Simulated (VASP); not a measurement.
# YHf2 (I4/mmm) in VASP: a series of runs

YHf2 is run at these levels: PBE; tasks: single point, relaxation of cell and atoms.

Everything below comes from runs of VASP 6.6.1. Logs are shortened: lines on timing, memory, paths and dates and some standing lists are left out, and cuts for length are marked.

**1. The cell of the first run**

The structure is tetragonal, space group I4/mmm (No. 139). The conventional cell has a = 4.389 Å, b = 4.389 Å, c = 7.199 Å, α = 90.00°, β = 90.00°, γ = 90.00°. Within 3.9 Å of Y (site symmetry 4/mmm) lie 10 Hf at 2.93 to 3.18 Å. Hf (site symmetry 4mm) has 1 Hf at 1.34 Å within 1.8 Å.

**2. Single point, PBE**

INCAR

```
SYSTEM = YHf2
PREC = Accurate
ENCUT = 520
EDIFF = 1E-7
ISMEAR = 0
SIGMA = 0.1
LREAL = .FALSE.
LASPH = .TRUE.
NELM = 100
ALGO = Normal
ISIF = 2
LWAVE = .FALSE.
LCHARG = .FALSE.
GGA = PE
NBANDS = 22
```

KPOINTS

```
Automatic mesh
0
G
  6 6 6
  0 0 0
```

POSCAR

```
YHf2
1.0
   -2.1946256335      2.1946256335      3.5994117074
    2.1946256335     -2.1946256335      3.5994117074
    2.1946256335      2.1946256335     -3.5994117074
Y Hf
1 2
Direct
    0.0000000000      0.0000000000      0.0000000000
    0.5930000000      0.5930000000      0.0000000000
    0.4070000000      0.4070000000      0.0000000000
```

Potentials or basis: VASP PAW PBE potentials, release 64 (Y_sv, Hf_pv).

Run with:

```
$ cat potpaw_PBE.64/Y_sv/POTCAR potpaw_PBE.64/Hf_pv/POTCAR > POTCAR
$ mpirun -np 1 vasp_std > vasp.out
```

OUTCAR:

```text
SYSTEM = YHf2
   PREC = Accurate
   ENCUT = 520
   EDIFF = 1E-7
   ISMEAR = 0
   LREAL = .FALSE.
   LASPH = .TRUE.
   NELM = 100
   ISIF = 2
   GGA = PE

 ion  position               nearest neighbor table
   1  0.000  0.000  0.000-   2 2.93   3 2.93   2 3.18   3 3.18   2 3.18   2 3.18   2 3.18   3 3.18
                             3 3.18   3 3.18
   2  0.593  0.593  0.000-   3 1.34   1 2.93   1 3.18   1 3.18   1 3.18   1 3.18   3 3.84   3 3.84
                             3 3.84   3 3.84
   3  0.407  0.407  0.000-   2 1.34   1 2.93   1 3.18   1 3.18   1 3.18   1 3.18   2 3.84   2 3.84
                             2 3.84   2 3.84

 -----------------------------------------------------------------------------
|                                                                             |
|           W    W    AA    RRRRR   N    N  II  N    N   GGGG   !!!           |
|           W    W   A  A   R    R  NN   N  II  NN   N  G    G  !!!           |
|           W    W  A    A  R    R  N N  N  II  N N  N  G       !!!           |
|           W WW W  AAAAAA  RRRRR   N  N N  II  N  N N  G  GGG   !            |
|           WW  WW  A    A  R   R   N   NN  II  N   NN  G    G                |
|           W    W  A    A  R    R  N    N  II  N    N   GGGG   !!!           |
|                                                                             |
|     The distance between some ions is very small. Please check the          |
|     nearest-neighbor list in the OUTCAR file.                               |
|     I HOPE YOU KNOW WHAT YOU ARE DOING!                                     |
|                                                                             |
 -----------------------------------------------------------------------------

  LATTYP: Found a body centered tetragonal cell.
 ALAT       =     4.3892512670
 C/A-ratio  =     1.6401028278

  Lattice vectors:

 A1 = (  -2.1946256335,   2.1946256335,   3.5994117074)
 A2 = (   2.1946256335,  -2.1946256335,   3.5994117074)
 A3 = (   2.1946256335,   2.1946256335,  -3.5994117074)

Analysis of symmetry for initial positions (statically):
=====================================================================
 Subroutine PRICEL returns:
 Original cell was already a primitive cell.

 Routine SETGRP: Setting up the symmetry group for a
 body centered tetragonal supercell.

 Subroutine GETGRP returns: Found 16 space group operations
 (whereof 16 operations were pure point group operations)
 out of a pool of 16 trial point group operations.

The static configuration has the point symmetry D_4h.

Analysis of symmetry for dynamics (positions and initial velocities):
=====================================================================
 Subroutine PRICEL returns:
 Original cell was already a primitive cell.

 Routine SETGRP: Setting up the symmetry group for a
 body centered tetragonal supercell.

 Subroutine GETGRP returns: Found 16 space group operations
 (whereof 16 operations were pure point group operations)
 out of a pool of 16 trial point group operations.

The dynamic configuration has the point symmetry D_4h.

 Subroutine INISYM returns: Found 16 space group operations
 (whereof 16 operations are pure point group operations),
 and found     1 'primitive' translations

----------------------------------------------------------------------------------------

                                     Primitive cell

  volume of cell :      69.3446

  direct lattice vectors                    reciprocal lattice vectors
    -2.194625633  2.194625633  3.599411707     0.000000000  0.227829290  0.138911589
     2.194625633 -2.194625633  3.599411707     0.227829290  0.000000000  0.138911589
     2.194625633  2.194625633 -3.599411707     0.227829290  0.227829290  0.000000000

  length of vectors
     4.752738998  4.752738998  4.752738998     0.266838181  0.266838181  0.322199272

  position of ions in fractional coordinates (direct lattice)
     0.000000000  0.000000000  0.000000000
     0.593000000  0.593000000  0.000000000
     0.407000000  0.407000000  0.000000000

  ion indices of the primitive-cell ions
   primitive index   ion index
                 1           1
                 2           2
                 3           3

----------------------------------------------------------------------------------------

 KPOINTS: Automatic mesh

Automatic generation of k-mesh.
 Grid dimensions read from file:
 generate k-points for:    6    6    6

 Generating k-lattice:

  Cartesian coordinates                     Fractional coordinates (reciprocal lattice)
     0.000000000  0.037971548  0.023151932     0.166666667  0.000000000 -0.000000000
     0.037971548  0.000000000  0.023151932     0.000000000  0.166666667 -0.000000000
     0.037971548  0.037971548  0.000000000     0.000000000  0.000000000  0.166666667

  Length of vectors
     0.044473030  0.044473030  0.053699879

  Shift w.r.t. Gamma in fractional coordinates (k-lattice)
     0.000000000  0.000000000  0.000000000

 Subroutine IBZKPT returns following result:
 ===========================================

 Found     30 irreducible k-points:

 Following reciprocal coordinates:
            Coordinates               Weight
  0.000000  0.000000  0.000000      1.000000
  0.166667  0.000000 -0.000000      8.000000
  0.333333  0.000000 -0.000000      8.000000
  0.500000  0.000000  0.000000      4.000000
  0.166667  0.166667 -0.000000      8.000000
  0.333333  0.166667 -0.000000     16.000000
[... 16 lines left out ...]
 -0.333333 -0.333333  0.166667      8.000000
 -0.166667 -0.333333  0.166667      8.000000
 [... further k-points ...]
   k-points           NKPTS =     30   k-points in BZ     NKDIM =     30   number of bands    NBANDS=     22
   number of dos      NEDOS =    301   number of ions     NIONS =      3
   total plane-waves  NPLWV =  46656
   dimension x,y,z NGX =    36 NGY =   36 NGZ =   36
   dimension x,y,z NGXF=    72 NGYF=   72 NGZF=   72
   ions per type =               1   2
   NGX,Y,Z   is equivalent  to a cutoff of  12.59, 12.59, 12.59 a.u.
   NGXF,Y,Z  is equivalent  to a cutoff of  25.18, 25.18, 25.18 a.u.
 SYSTEM =  YHf2
   PREC   = accura    normal or accurate (medium, high low for compatibility)
   ISTART =      0    job   : 0-new  1-cont  2-samecut
   ICHARG =      2    charge: 1-file 2-atom 10-const
   ISPIN  =      1    spin polarized calculation?
   LNONCOLLINEAR =      F non collinear calculations
   LSORBIT =      F    spin-orbit coupling
   LASPH  =      T    aspherical Exc in radial PAW
   ENCUT  =  520.0 eV  38.22 Ry    6.18 a.u.   8.84  8.84  8.84*2*pi/ulx,y,z
   NELM   =    100;   NELMIN=  2; NELMDL= -5     # of ELM steps
   EDIFF  = 0.1E-06   stopping-criterion for ELM
   LREAL  =      F    real-space projection
   EDIFFG = 0.1E-05   stopping-criterion for IOM
   NSW    =      0    number of steps for IOM
   IBRION =     -1    ionic relax: 0-MD 1-quasi-New 2-CG
   NFREE  =      0    steps in history (QN), initial steepest desc. (CG)
   ISIF   =      2    stress and relaxation
   ISYM   =      2    0-nonsym 1-usesym 2-fastsym
   POTIM  = 0.5000    time-step for ionic-motion
   TEBEG  =    0.0;   TEEND  =   0.0 temperature during run
   PSTRESS=    0.0 pullay stress
   NELECT =      31.0000    total number of electrons
   NUPDOWN=      -1.0000    fix difference up-down
   EMIN   =  10.00;   EMAX   =-10.00  energy-range for DOS
   EFERMI =   0.00;   METHOD = LEGACY
   ISMEAR =     0;   SIGMA  =   0.10  broadening in eV -4-tet -1-fermi 0-gaus
   EFERMI_NEDOS =   21; number of points for ismear=-14 and -15
   IALGO  =     38    algorithm
   IMIX   =      4    mixing-type and parameters
     AMIX     =   0.40;   BMIX     =  1.00
     AMIX_MAG =   1.60;   BMIX_MAG =  1.00
  volume/ion in A,a.u.               =      23.11       155.99
  Fermi-wavevector in a.u.,A,eV,Ry     =   1.251770  2.365503 21.319357  1.566929
  Thomas-Fermi vector in A             =   2.385702
   LORBIT       =      0    0 simple, 1 ext, 2 COOP (PROOUT), +10 PAW based schemes
   GGA     = PE    functional components
   LHFCALC =     F    Hartree Fock is set to
   AEXX    =    0.0000 exact exchange contribution
   IVDW    =     0    specifies the selected vdW correction
   LEPSILON=     F    determine dielectric tensor
   LRPA    =     F    only Hartree local field effects (RPA)
 non-spin polarized calculation
 Gauss-broadening in eV      SIGMA  =   0.10
  energy-cutoff  :      520.00
  volume of cell :       69.34
 maximum number of plane-waves:      1894
   NGX = 17   NGY = 17   NGZ = 17

 number of electron      31.0000000 magnetization

 Free energy of the ion-electron system (eV)
  ---------------------------------------------------
  ext. energy  EPLUGINS =         0.00000000
  ---------------------------------------------------
  free energy    TOTEN  =        33.32643240 eV

  energy without entropy =       33.33693085  energy(sigma->0) =       33.33168163

 E-fermi :   3.4794     XC(G=0): -10.4835

 val. band max:        3.4429912080   @ k =  -0.1667   0.5000   0.1667
 cond. band min:       3.5045807347   @ k =   0.3333   0.0000  -0.0000
 fundamental gap:      0.0615895267
 Fermi energy:         3.4793561985

 k-point     1 :       0.0000    0.0000    0.0000
  band No.  band energies     occupation
      1     -39.2594      2.00000
      2     -36.8336      2.00000
      3     -31.1643      2.00000
      4     -31.1643      2.00000
      5     -22.2737      2.00000
      6     -22.2737      2.00000
[... 14 lines left out ...]
     21       7.7652      0.00000
     22       9.7695      0.00000

 k-point     2 :       0.1667    0.0000   -0.0000
  band No.  band energies     occupation
      1     -39.2590      2.00000
      2     -36.8329      2.00000
      3     -31.1664      2.00000
      4     -31.1652      2.00000
      5     -22.2719      2.00000
      6     -22.2669      2.00000
[... 14 lines left out ...]
     21       7.6986      0.00000
     22       7.9941      0.00000
[... 523 lines left out ...]
     21       7.0616      0.00000
     22       8.2482      0.00000

 k-point    24 :      -0.1667   -0.3333    0.1667
  band No.  band energies     occupation
      1     -39.2571      2.00000
      2     -36.8312      2.00000
      3     -31.1712      2.00000
      4     -31.1700      2.00000
      5     -22.2523      2.00000
      6     -22.2473      2.00000
[... 14 lines left out ...]
     21       7.6145      0.00000
     22       7.7375      0.00000

 [... further k-points ...]

------------------------ aborting loop because EDIFF is reached ----------------------------------------

  FORCE on cell =-STRESS in cart. coord.  units (eV):
  Direction    XX          YY          ZZ          XY          YZ          ZX
  --------------------------------------------------------------------------------------
  -------------------------------------------------------------------------------------
  Total       -0.7618258     -0.7618258    302.0175287      0.0000000      0.0000000      0.0000000
  in kB      -17.6016697    -17.6016697   6977.9896468      0.0000000      0.0000000      0.0000000
  external PRESSURE =    2314.2621025 kB  Pullay stress =       0.0000000 kB

 VOLUME and BASIS-vectors are now :
 -----------------------------------------------------------------------------
  energy-cutoff  :      520.00
  volume of cell :       69.34
      direct lattice vectors                 reciprocal lattice vectors
    -2.194625633  2.194625633  3.599411707     0.000000000  0.227829290  0.138911589
     2.194625633 -2.194625633  3.599411707     0.227829290  0.000000000  0.138911589
     2.194625633  2.194625633 -3.599411707     0.227829290  0.227829290  0.000000000

 POSITION                                       TOTAL-FORCE (eV/Angst)
 -----------------------------------------------------------------------------------
      0.00000      0.00000      0.00000        -0.000000     -0.000000     -0.000000
      0.00000      0.00000      4.26890         0.000000      0.000000    225.914026
      0.00000      0.00000      2.92992        -0.000000     -0.000000   -225.914026
 -----------------------------------------------------------------------------------
    total drift:                               -0.000000     -0.000000      0.000000

  FREE ENERGIE OF THE ION-ELECTRON SYSTEM (eV)
  ---------------------------------------------------
  free  energy   TOTEN  =        33.3264323994 eV

  energy  without entropy=       33.3369308527  energy(sigma->0) =       33.33168163
```

Wall time 25 s (1 thread of Intel Xeon 6975P-C (Granite Rapids), shared host); peak memory 0.24 GiB.

Results:

```
Free energy            : 33.3264 eV
Pressure               : 231.4 GPa
Largest force          : 225.914 eV/Å
Band gap on the k mesh : zero (an odd number of electrons rules out a gap without spin polarisation)
```

Forces in eV/Å, atoms in the order of the input:
```
Y      0.000    0.000    0.000
Hf     0.000    0.000  225.914
Hf     0.000    0.000 -225.914
```

Levels at points of the mesh, in eV from the Fermi level:
| k point | band 14 | band 15 | band 16 | band 17 | band 18 | band 19 |
| --- | --- | --- | --- | --- | --- | --- |
| (0.00, 0.00, 0.00) | -1.76 | 0.25 | 0.25 | 1.17 | 1.17 | 3.25 |
| (0.50, 0.00, 0.00) | -0.99 | -0.79 | -0.29 | 1.09 | 1.49 | 1.72 |
| (0.50, 0.50, 0.00) | -0.40 | -0.14 | 0.19 | 0.35 | 1.90 | 2.29 |
| (0.50, 0.50, 0.50) | -1.16 | -1.16 | -1.07 | 0.99 | 2.78 | 2.78 |

Caveat: atoms lie so close that the PAW spheres overlap strongly, which falsifies energies and pressures; the cell stands under pressure; spin-orbit coupling is left out, which moves the levels of the heavy elements; forces of over 1 eV/Å act on the atoms, so gaps and moduli don't describe the material at rest.

**3. Single point, PBE**

This run uses another cell than the first one, of 25.59 Å³/atom.

INCAR

```
PREC = Accurate
ENCUT = 520
EDIFF = 1E-6
ISMEAR = 0
SIGMA = 0.1
LREAL = False
LASPH = True
NELM = 80
ALGO = Normal
ISIF = 2
LWAVE = False
LCHARG = True
GGA = PE
LELF = True
LVHAR = True
NBANDS = 22
```

KPOINTS

```
Automatic mesh
0
Gamma
  6 6 6
```

POSCAR

```
YHf2
1.0
   -1.8894032228      1.8894032228      5.3762883360
    1.8894032228     -1.8894032228      5.3762883360
    1.8894032228      1.8894032228     -5.3762883360
Y Hf
1 2
Direct
    0.0000000000      0.0000000000      0.0000000000
    0.6890146381      0.6890146381      0.0000000000
    0.3109853619      0.3109853619      0.0000000000
```

Potentials or basis: VASP PAW PBE potentials, release 64 (Y_sv, Hf_pv).

Run with:

```
$ cat potpaw_PBE.64/Y_sv/POTCAR potpaw_PBE.64/Hf_pv/POTCAR > POTCAR
$ mpirun -np 1 vasp_std > vasp.out
```

Wall time 43 s (1 thread of Intel Xeon 6975P-C (Granite Rapids), shared host); peak memory 0.35 GiB.

Results (log left out):

* Free energy: -25.5758 eV
* Pressure: -0.3 GPa
* Largest force: 0.036 eV/Å
* Band gap on the k mesh: zero (an odd number of electrons rules out a gap without spin polarisation)

Forces in eV/Å, atoms in the order of the input:
```
Y    0.000  0.000  0.000
Hf   0.000  0.000  0.036
Hf   0.000  0.000 -0.036
```

Stress tensor (GPa, compression positive):
```
-0.35  0.00  0.00
 0.00 -0.35  0.00
 0.00  0.00 -0.24
```

Levels at points of the mesh, in eV from the Fermi level:
| k point | band 12 | band 13 | band 14 | band 15 | band 16 | band 17 | band 18 | band 19 |
| --- | --- | --- | --- | --- | --- | --- | --- | --- |
| (0.00, 0.00, 0.00) | -1.76 | -1.52 | -1.01 | -0.14 | 0.80 | 2.11 | 2.11 | 2.15 |
| (0.50, 0.00, 0.00) | -2.86 | -2.23 | -0.45 | -0.36 | 0.31 | 0.57 | 1.02 | 1.67 |
| (0.50, 0.50, 0.00) | -1.26 | -0.87 | -0.71 | -0.19 | -0.09 | 0.33 | 0.71 | 1.03 |
| (0.50, 0.50, 0.50) | -3.59 | -2.25 | -1.72 | 1.03 | 1.15 | 1.15 | 1.64 | 1.88 |

Caveat: spin-orbit coupling is left out, which moves the levels of the heavy elements.

**4. Relaxation of cell and atoms, PBE**

INCAR

```
SYSTEM = YHf2
ALGO     = Normal         ! electronic algorithm
EDIFF    = 1E-6           ! SCF threshold, eV
EDIFFG   = -0.04          ! ionic threshold
ENCUT    = 600            ! plane-wave cutoff, eV
GGA      = PE             ! functional
IBRION   = 2              ! ionic algorithm
ISIF     = 3              ! what is computed and relaxed
ISMEAR   = 0              ! smearing method
LASPH    = .True.         ! aspherical terms in the spheres
LCHARG   = .False.        ! write CHGCAR
LREAL    = .False.        ! projectors in reciprocal space
LWAVE    = .False.        ! write WAVECAR
NELM     = 80             ! most SCF steps
NSW      = 90             ! ionic steps
PREC     = Accurate       ! precision mode
SIGMA    = 0.1            ! smearing width, eV
```

KPOINTS

```
k-points
0
Gamma
  6 6 6
  0 0 0
```

POSCAR

```
YHf2
1.0
   -2.1946256335      2.1946256335      3.5994117074
    2.1946256335     -2.1946256335      3.5994117074
    2.1946256335      2.1946256335     -3.5994117074
Y Hf
1 2
Direct
    0.0000000000      0.0000000000      0.0000000000
    0.5930000000      0.5930000000      0.0000000000
    0.4070000000      0.4070000000      0.0000000000
```

Run with:

```
$ cat potpaw_PBE.64/Y_sv/POTCAR potpaw_PBE.64/Hf_pv/POTCAR > POTCAR
$ mpirun -np 1 vasp_std > vasp.out
```

Wall time 10 min (1 thread of Intel Xeon 6975P-C (Granite Rapids), shared host); peak memory 0.3 GiB.

It converged, with:

* Free energy: -25.5675 eV
* Relaxed volume: 25.51 Å³/atom
* Relaxed cell: a = 5.995 Å, b = 5.995 Å, c = 5.995 Å, α = 143.29°, β = 143.29°, γ = 52.90°
* Space group after relaxing (to 0.1 Å): I4/mmm (No. 139)
* Pressure after relaxing: -0.1 GPa
* Largest force after relaxing: 0.007 eV/Å
* Band gap on the k mesh: zero (an odd number of electrons rules out a gap without spin polarisation)

Forces in eV/Å, atoms in the order of the input:
```
Y    0.000  0.000  0.000
Hf   0.000  0.000  0.007
Hf   0.000  0.000 -0.007
```

Final structure:
```
Y Hf
1.0
    -1.88810    1.88810    5.36767
     1.88810   -1.88810    5.36767
     1.88810    1.88810   -5.36767
Y Hf
1 2
Direct
  0.00000 0.00000 0.00000
  0.68918 0.68918 0.00000
  0.31082 0.31082 0.00000
```

Levels at points of the mesh, in eV from the Fermi level:
| k point | band 12 | band 13 | band 14 | band 15 | band 16 | band 17 | band 18 | band 19 |
| --- | --- | --- | --- | --- | --- | --- | --- | --- |
| (0.00, 0.00, 0.00) | -1.78 | -1.52 | -1.00 | -0.14 | 0.79 | 2.11 | 2.16 | 2.16 |
| (0.50, 0.00, 0.00) | -2.86 | -2.23 | -0.45 | -0.37 | 0.31 | 0.57 | 1.04 | 1.68 |
| (0.50, 0.50, 0.00) | -1.26 | -0.88 | -0.70 | -0.19 | -0.08 | 0.35 | 0.73 | 1.04 |
| (0.50, 0.50, 0.50) | -3.59 | -2.27 | -1.72 | 1.02 | 1.15 | 1.15 | 1.89 | 1.89 |

Caveat: a cell axis changed by over 15 % at a fixed basis, so the end point is rough; spin-orbit coupling is left out, which moves the levels of the heavy elements.

(Continued in part 2 of 2.)
